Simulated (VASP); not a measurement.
# AlN (F-43m) in VASP: further runs, part 2 of 2

VASP 6.6.1. The steps go on from the part before.

## (4) Single point, r2SCAN (volume scaled by 0.97)

POSCAR reads:

```
AlN
1.0
    0.0000000000      2.1628294133      2.1628294133
    2.1628294133      0.0000000000      2.1628294133
    2.1628294133      2.1628294133      0.0000000000
Al N
1 1
Direct
    0.0000000000      0.0000000000      0.0000000000
    0.7500000000      0.7500000000      0.7500000000
```

INCAR.step1 reads:

```
SYSTEM = AlN
  ALGO = Normal
  EDIFF = 1E-4
  ENCUT = 520
  GGA = PE
  ISMEAR = 0
  LASPH = .True.
  LCHARG = .False.
  LREAL = .False.
  LWAVE = .True.
  NBANDS = 11
  NELM = 60
  PREC = Accurate
  SIGMA = 0.02
```

INCAR.step2 reads:

```
SYSTEM = AlN
  ALGO = Normal
  EDIFF = 1E-6
  ENCUT = 520
  ISIF = 2
  ISMEAR = 0
  ISTART = 1
  LASPH = .True.
  LCHARG = .True.
  LELF = .True.
  LMIXTAU = .True.
  LREAL = .False.
  LVHAR = .True.
  LWAVE = .False.
  METAGGA = R2SCAN
  NBANDS = 11
  NELM = 60
  PREC = Accurate
  SIGMA = 0.02
```

KPOINTS reads:

```
k-points
0
Gamma
  10 10 10
  0 0 0
```

Command:

```console
> cat potpaw_PBE.64/Al/POTCAR potpaw_PBE.64/N/POTCAR > POTCAR
> cp INCAR.step1 INCAR
> mpirun -np 1 vasp_std > vasp.out
> cp INCAR.step2 INCAR
> mpirun -np 1 vasp_std > vasp.out
```

Wall time 18 s (1 thread of Intel Xeon Platinum 8559C (Emerald Rapids), shared host); peak memory 0.14 GiB.

The run converged. Its results:

| Item | Value |
| --- | --- |
| Free energy | -19.1675 eV |
| Pressure | 6.4 GPa |
| Band gap on the k mesh | 3.96 eV, indirect (least direct gap 5.17 eV) |

Levels at points of the mesh, in eV from the valence-band top:
| k point | band 1 | band 2 | band 3 | band 4 | band 5 | band 6 | band 7 | band 8 | band 9 |
| --- | --- | --- | --- | --- | --- | --- | --- | --- | --- |
| (0.00, 0.00, 0.00) | -15.91 | 0.00 | 0.00 | 0.00 | 5.17 | 13.83 | 13.83 | 13.83 | 18.78 |
| (0.50, 0.00, 0.00) | -13.81 | -6.02 | -0.49 | -0.49 | 8.49 | 11.04 | 12.14 | 12.14 | 19.75 |
| (0.50, 0.50, 0.00) | -13.16 | -5.04 | -1.84 | -1.84 | 3.96 | 9.67 | 15.63 | 17.34 | 17.34 |

Caveat: the PAW data sets were made with another functional, which shifts forces and pressure a little. A k mesh can miss the band edges.

## (5) Single point, r2SCAN

POSCAR reads:

```
AlN
1.0
    0.0000000000      2.1849006255      2.1849006255
    2.1849006255      0.0000000000      2.1849006255
    2.1849006255      2.1849006255      0.0000000000
Al N
1 1
Direct
    0.0000000000      0.0000000000      0.0000000000
    0.7500000000      0.7500000000      0.7500000000
```

INCAR.step1 reads:

```
  PREC = Accurate
  ENCUT = 520
  ISMEAR = 0
  SIGMA = 0.02
  LREAL = F
  LASPH = T
  NELM = 60
  NBANDS = 11
  GGA = PE
  ALGO = Normal
  EDIFF = 1E-4
  LWAVE = T
  LCHARG = F
```

INCAR.step2 reads:

```
  PREC = Accurate
  ENCUT = 520
  EDIFF = 1E-6
  ISMEAR = 0
  SIGMA = 0.02
  LREAL = F
  LASPH = T
  NELM = 60
  ALGO = Normal
  ISIF = 2
  LWAVE = F
  LCHARG = F
  METAGGA = R2SCAN
  LMIXTAU = T
  NBANDS = 11
  ISTART = 1
```

KPOINTS reads:

```
Automatic mesh
0
Gamma
  10 10 10
```

Potentials or basis: VASP PAW PBE potentials, release 64 (Al, N).

Command:

```console
> cat potpaw_PBE.64/Al/POTCAR potpaw_PBE.64/N/POTCAR > POTCAR
> cp INCAR.step1 INCAR
> mpirun -np 1 vasp_std > vasp.out
> cp INCAR.step2 INCAR
> mpirun -np 1 vasp_std > vasp.out
```

OUTCAR:

```text
PREC = Accurate
   ENCUT = 520
   EDIFF = 1E-6
   ISMEAR = 0
   LREAL = F
   LASPH = T
   NELM = 60
   ISIF = 2
   METAGGA = R2SCAN
   ISTART = 1

 ion  position               nearest neighbor table
   1  0.000  0.000  0.000-   2 1.89   2 1.89   2 1.89   2 1.89
   2  0.750  0.750  0.750-   1 1.89   1 1.89   1 1.89   1 1.89

  LATTYP: Found a face centered cubic cell.
 ALAT       =     4.3698012510

  Lattice vectors:

 A1 = (   0.0000000000,   2.1849006255,   2.1849006255)
 A2 = (   2.1849006255,   0.0000000000,   2.1849006255)
 A3 = (   2.1849006255,   2.1849006255,   0.0000000000)

Analysis of symmetry for initial positions (statically):
=====================================================================
 Subroutine PRICEL returns:
 Original cell was already a primitive cell.

 Routine SETGRP: Setting up the symmetry group for a
 face centered cubic supercell.

 Subroutine GETGRP returns: Found 24 space group operations
 (whereof 24 operations were pure point group operations)
 out of a pool of 48 trial point group operations.

The static configuration has the point symmetry T_d .

Analysis of symmetry for dynamics (positions and initial velocities):
=====================================================================
 Subroutine PRICEL returns:
 Original cell was already a primitive cell.

 Routine SETGRP: Setting up the symmetry group for a
 face centered cubic supercell.

 Subroutine GETGRP returns: Found 24 space group operations
 (whereof 24 operations were pure point group operations)
 out of a pool of 48 trial point group operations.

The dynamic configuration has the point symmetry T_d .

 Subroutine INISYM returns: Found 24 space group operations
 (whereof 24 operations are pure point group operations),
 and found     1 'primitive' translations

----------------------------------------------------------------------------------------

                                     Primitive cell

[... 112 lines left out ...]
  Fermi-wavevector in a.u.,A,eV,Ry     =   1.189405  2.247650 19.247952  1.414685
  Thomas-Fermi vector in A             =   2.325513
   LORBIT       =      0    0 simple, 1 ext, 2 COOP (PROOUT), +10 PAW based schemes
   METAGGA = R2SCAN    functional components
   LHFCALC =     F    Hartree Fock is set to
   AEXX    =    0.0000 exact exchange contribution
   IVDW    =     0    specifies the selected vdW correction
   LEPSILON=     F    determine dielectric tensor
   LRPA    =     F    only Hartree local field effects (RPA)
 non-spin polarized calculation
 Gauss-broadening in eV      SIGMA  =   0.02
  energy-cutoff  :      520.00
  volume of cell :       20.86
 maximum number of plane-waves:       588
   NGX = 11   NGY = 11   NGZ = 11

 number of electron       8.0000000 magnetization

 Free energy of the ion-electron system (eV)
  ---------------------------------------------------
  ext. energy  EPLUGINS =         0.00000000
  ---------------------------------------------------
  free energy    TOTEN  =       -19.17972325 eV

  energy without entropy =      -19.17972325  energy(sigma->0) =      -19.17972325

 E-fermi :   5.8867     XC(G=0): -11.4128

 val. band max:        5.6814448476   @ k =   0.0000   0.0000   0.0000
 cond. band min:       9.6152406681   @ k =   0.5000   0.5000   0.0000
 fundamental gap:      3.9337958206
 Fermi energy:         5.8867221658

 k-point     1 :       0.0000    0.0000    0.0000
  band No.  band energies     occupation
      1     -10.0530      2.00000
      2       5.6814      2.00000
      3       5.6814      2.00000
      4       5.6814      2.00000
      5      10.5622      0.00000
      6      19.1899      0.00000
      7      19.1899      0.00000
      8      19.1899      0.00000
      9      24.2055      0.00000
     10      24.2055      0.00000
     11      25.9153      0.00000
[... 309 lines left out ...]
 k-point    24 :       0.4000    0.3000    0.0000
  band No.  band energies     occupation
      1      -8.0684      2.00000
      2       1.4922      2.00000
      3       3.9634      2.00000
      4       4.2555      2.00000
      5      11.2519      0.00000
      6      16.0934      0.00000
      7      18.9666      0.00000
      8      21.3532      0.00000
      9      21.9241      0.00000
     10      28.1153      0.00000
     11      30.5273      0.00000

 [... further k-points ...]
[... 5 lines left out ...]
  --------------------------------------------------------------------------------------
  -------------------------------------------------------------------------------------
  Total       -0.0511165     -0.0511165     -0.0511165      0.0000000      0.0000000      0.0000000
  in kB       -3.9259634     -3.9259634     -3.9259634      0.0000000      0.0000000      0.0000000
  external PRESSURE =      -3.9259634 kB  Pullay stress =       0.0000000 kB

 VOLUME and BASIS-vectors are now :
 -----------------------------------------------------------------------------
  energy-cutoff  :      520.00
  volume of cell :       20.86
      direct lattice vectors                 reciprocal lattice vectors
     0.000000000  2.184900626  2.184900626    -0.228843360  0.228843360  0.228843360
     2.184900626  0.000000000  2.184900626     0.228843360 -0.228843360  0.228843360
     2.184900626  2.184900626  0.000000000     0.228843360  0.228843360 -0.228843360

 POSITION                                       TOTAL-FORCE (eV/Angst)
 -----------------------------------------------------------------------------------
      0.00000      0.00000      0.00000        -0.000000     -0.000000     -0.000000
      3.27735      3.27735      3.27735         0.000000      0.000000      0.000000
 -----------------------------------------------------------------------------------
    total drift:                                0.000000      0.000000      0.000000

  FREE ENERGIE OF THE ION-ELECTRON SYSTEM (eV)
  ---------------------------------------------------
  free  energy   TOTEN  =       -19.1797232491 eV

  energy  without entropy=      -19.1797232491  energy(sigma->0) =      -19.17972325
```

OUTCAR.step1:

```text
PREC = Accurate
   ENCUT = 520
   ISMEAR = 0
   LREAL = F
   LASPH = T
[... 556 lines left out ...]
 -----------------------------------------------------------------------------------
      0.00000      0.00000      0.00000         0.000000     -0.000000      0.000000
      3.27735      3.27735      3.27735        -0.000000      0.000000     -0.000000
 -----------------------------------------------------------------------------------
    total drift:                               -0.000000     -0.000000     -0.000000

  FREE ENERGIE OF THE ION-ELECTRON SYSTEM (eV)
  ---------------------------------------------------
  free  energy   TOTEN  =       -14.8411813979 eV

  energy  without entropy=      -14.8411813979  energy(sigma->0) =      -14.84118140
```

Run time: 17 s. Hardware: 1 thread of Intel Xeon Platinum 8559C (Emerald Rapids), shared host; peak memory 0.14 GiB.

Results:

```yaml
Free_energy: -19.1797 eV
Pressure: -0.4 GPa
Band_gap_on_the_k_mesh: 3.93 eV, indirect (least direct gap 4.88 eV)
```

Caveat: the PAW data sets were made with another functional, which shifts forces and pressure a little. A k mesh can miss the band edges.

## (6) Single point, r2SCAN

POSCAR is that of step 5.

INCAR.step1 reads:

```
SYSTEM = AlN
PREC = Accurate
ENCUT = 520
ISMEAR = 0
SIGMA = 0.02
LREAL = .FALSE.
LASPH = .TRUE.
NELM = 80
NBANDS = 11
GGA = PE
ALGO = Normal
EDIFF = 1E-4
LWAVE = .TRUE.
LCHARG = .FALSE.
```

INCAR.step2 reads:

```
SYSTEM = AlN
PREC = Accurate
ENCUT = 520
EDIFF = 1E-7
ISMEAR = 0
SIGMA = 0.02
LREAL = .FALSE.
LASPH = .TRUE.
NELM = 80
ALGO = Normal
ISIF = 2
LWAVE = .FALSE.
LCHARG = .FALSE.
METAGGA = R2SCAN
LMIXTAU = .TRUE.
NBANDS = 11
ISTART = 1
```

KPOINTS reads:

```
Automatic mesh
0
G
  10 10 10
  0 0 0
```

Potentials or basis: VASP PAW PBE potentials, release 64 (Al, N).

Command:

```console
> cat potpaw_PBE.64/Al/POTCAR potpaw_PBE.64/N/POTCAR > POTCAR
> cp INCAR.step1 INCAR
> mpirun -np 1 vasp_std > vasp.out
> cp INCAR.step2 INCAR
> mpirun -np 1 vasp_std > vasp.out
```

OUTCAR:

```text
SYSTEM = AlN
   PREC = Accurate
   ENCUT = 520
   EDIFF = 1E-7
   ISMEAR = 0
   LREAL = .FALSE.
   LASPH = .TRUE.
   NELM = 80
   ISIF = 2
   METAGGA = R2SCAN
   ISTART = 1

 ion  position               nearest neighbor table
   1  0.000  0.000  0.000-   2 1.89   2 1.89   2 1.89   2 1.89
   2  0.750  0.750  0.750-   1 1.89   1 1.89   1 1.89   1 1.89

  LATTYP: Found a face centered cubic cell.
 ALAT       =     4.3698012510

  Lattice vectors:

 A1 = (   0.0000000000,   2.1849006255,   2.1849006255)
 A2 = (   2.1849006255,   0.0000000000,   2.1849006255)
 A3 = (   2.1849006255,   2.1849006255,   0.0000000000)

Analysis of symmetry for initial positions (statically):
=====================================================================
 Subroutine PRICEL returns:
 Original cell was already a primitive cell.

 Routine SETGRP: Setting up the symmetry group for a
 face centered cubic supercell.

 Subroutine GETGRP returns: Found 24 space group operations
 (whereof 24 operations were pure point group operations)
 out of a pool of 48 trial point group operations.

The static configuration has the point symmetry T_d .

Analysis of symmetry for dynamics (positions and initial velocities):
=====================================================================
 Subroutine PRICEL returns:
 Original cell was already a primitive cell.

 Routine SETGRP: Setting up the symmetry group for a
 face centered cubic supercell.

 Subroutine GETGRP returns: Found 24 space group operations
 (whereof 24 operations were pure point group operations)
 out of a pool of 48 trial point group operations.

The dynamic configuration has the point symmetry T_d .

 Subroutine INISYM returns: Found 24 space group operations
 (whereof 24 operations are pure point group operations),
 and found     1 'primitive' translations

----------------------------------------------------------------------------------------

                                     Primitive cell

  volume of cell :      20.8605
[... 112 lines left out ...]
  Thomas-Fermi vector in A             =   2.325513
   LORBIT       =      0    0 simple, 1 ext, 2 COOP (PROOUT), +10 PAW based schemes
   METAGGA = R2SCAN    functional components
   LHFCALC =     F    Hartree Fock is set to
   AEXX    =    0.0000 exact exchange contribution
   IVDW    =     0    specifies the selected vdW correction
   LEPSILON=     F    determine dielectric tensor
   LRPA    =     F    only Hartree local field effects (RPA)
 non-spin polarized calculation
 Gauss-broadening in eV      SIGMA  =   0.02
  energy-cutoff  :      520.00
  volume of cell :       20.86
 maximum number of plane-waves:       588
   NGX = 11   NGY = 11   NGZ = 11

 number of electron       8.0000000 magnetization

 Free energy of the ion-electron system (eV)
  ---------------------------------------------------
  ext. energy  EPLUGINS =         0.00000000
  ---------------------------------------------------
  free energy    TOTEN  =       -19.17972319 eV

  energy without entropy =      -19.17972319  energy(sigma->0) =      -19.17972319

 E-fermi :   5.8867     XC(G=0): -11.4128

 val. band max:        5.6814432394   @ k =   0.0000   0.0000   0.0000
 cond. band min:       9.6152393918   @ k =   0.5000   0.5000   0.0000
 fundamental gap:      3.9337961524
 Fermi energy:         5.8867220965

 k-point     1 :       0.0000    0.0000    0.0000
  band No.  band energies     occupation
      1     -10.0530      2.00000
      2       5.6814      2.00000
      3       5.6814      2.00000
      4       5.6814      2.00000
      5      10.5622      0.00000
      6      19.1899      0.00000
      7      19.1899      0.00000
      8      19.1899      0.00000
      9      24.2055      0.00000
     10      24.2055      0.00000
     11      25.9153      0.00000
[... 309 lines left out ...]
 k-point    24 :       0.4000    0.3000    0.0000
  band No.  band energies     occupation
      1      -8.0684      2.00000
      2       1.4922      2.00000
      3       3.9634      2.00000
      4       4.2555      2.00000
      5      11.2519      0.00000
      6      16.0934      0.00000
      7      18.9666      0.00000
      8      21.3532      0.00000
      9      21.9241      0.00000
     10      28.1153      0.00000
     11      30.5273      0.00000

 [... further k-points ...]
[... 5 lines left out ...]
  --------------------------------------------------------------------------------------
  -------------------------------------------------------------------------------------
  Total       -0.0512353     -0.0512353     -0.0512353      0.0000000     -0.0000000     -0.0000000
  in kB       -3.9350910     -3.9350910     -3.9350910      0.0000000     -0.0000000     -0.0000000
  external PRESSURE =      -3.9350910 kB  Pullay stress =       0.0000000 kB

 VOLUME and BASIS-vectors are now :
 -----------------------------------------------------------------------------
  energy-cutoff  :      520.00
  volume of cell :       20.86
      direct lattice vectors                 reciprocal lattice vectors
     0.000000000  2.184900626  2.184900626    -0.228843360  0.228843360  0.228843360
     2.184900626  0.000000000  2.184900626     0.228843360 -0.228843360  0.228843360
     2.184900626  2.184900626  0.000000000     0.228843360  0.228843360 -0.228843360

 POSITION                                       TOTAL-FORCE (eV/Angst)
 -----------------------------------------------------------------------------------
      0.00000      0.00000      0.00000        -0.000000     -0.000000     -0.000000
      3.27735      3.27735      3.27735         0.000000      0.000000      0.000000
 -----------------------------------------------------------------------------------
    total drift:                                0.000000      0.000000      0.000000

  FREE ENERGIE OF THE ION-ELECTRON SYSTEM (eV)
  ---------------------------------------------------
  free  energy   TOTEN  =       -19.1797231883 eV

  energy  without entropy=      -19.1797231883  energy(sigma->0) =      -19.17972319
```

OSZICAR.step1:

```text
N       E                     dE             d eps       ncg     rms          rms(c)
DAV:   1     0.102090034729E+02    0.10209E+02   -0.38263E+03  1050   0.604E+02
DAV:   2    -0.163450082875E+02   -0.26554E+02   -0.25790E+02  1263   0.135E+02
DAV:   3    -0.172145376170E+02   -0.86953E+00   -0.86845E+00  1246   0.234E+01
DAV:   4    -0.172192541391E+02   -0.47165E-02   -0.47161E-02  1184   0.189E+00
DAV:   5    -0.172193139945E+02   -0.59855E-04   -0.59855E-04  1259   0.202E-01    0.862E+00
DAV:   6    -0.148510952919E+02    0.23682E+01   -0.11863E+01  1215   0.173E+01    0.283E+00
DAV:   7    -0.148476771407E+02    0.34182E-02   -0.17164E-01  1169   0.323E+00    0.206E+00
DAV:   8    -0.148425844178E+02    0.50927E-02   -0.28420E-02  1121   0.159E+00    0.584E-01
DAV:   9    -0.148411372351E+02    0.14472E-02   -0.41506E-03  1235   0.382E-01    0.233E-01
DAV:  10    -0.148411813979E+02   -0.44163E-04   -0.41222E-04  1091   0.131E-01
   1 F= -.14841181E+02 E0= -.14841181E+02  d E =-.174604E-27
```

Wall time 19 s (1 thread of Intel Xeon Platinum 8559C (Emerald Rapids), shared host); peak memory 0.14 GiB.

What came out:

```
Free energy            : -19.1797 eV
Pressure               : -0.4 GPa
Band gap on the k mesh : 3.93 eV, indirect (least direct gap 4.88 eV)
```

Caveat: the PAW data sets were made with another functional, which shifts forces and pressure a little.

## (7) Overview

| cell | gap on the mesh (eV) | pressure (GPa) |
| --- | --- | --- |
| a = 3.090 Å, angles 60.0°, 2 atoms | 3.93 | -0.4 |
| a = 3.027 Å, angles 60.0°, 2 atoms | 3.98 | 14.3 |
| a = 3.059 Å, angles 60.0°, 2 atoms | 3.96 | 6.4 |

Alike in all rows: task single point; level r2SCAN; potentials or basis VASP PAW PBE potentials, release 64 (Al, N); no spin polarisation; k mesh 10 × 10 × 10; cutoff (eV) 520; smearing gaussian 0.02 eV.

Caveats: the PAW data sets were made with another functional, which shifts forces and pressure a little.

Total energies depend on the potentials used, so only differences within one code and one set of settings carry meaning.
